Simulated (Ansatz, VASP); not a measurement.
One calculation of Si, two programs

```
Si
1.0
     0.00000    2.71356    2.71356
     2.71356    0.00000    2.71356
     2.71356    2.71356    0.00000
Si
2
Cartesian
  4.0703 4.0703 4.0703
  2.7136 2.7136 2.7136
```

Alike in both runs: task single point; functional PBE; k mesh 6 × 6 × 6; no spin polarisation.

|  | VASP | Ansatz |
| --- | --- | --- |
| version | VASP 6.6.1 | Ansatz 0.2.0 |
| potentials or method | VASP PAW PBE potentials, release 64 (Si), cutoff 500 eV | all-electron (LAPW or listed datasets) |
| occupations | gaussian, width 0.01 eV | fixed |

```tsv
	VASP	Ansatz	Ansatz less VASP
gap on the k mesh at the Fermi level (eV)	0.70	0.70	+0.001
```

Ansatz ran all-electron here, and VASP with PAW potentials.
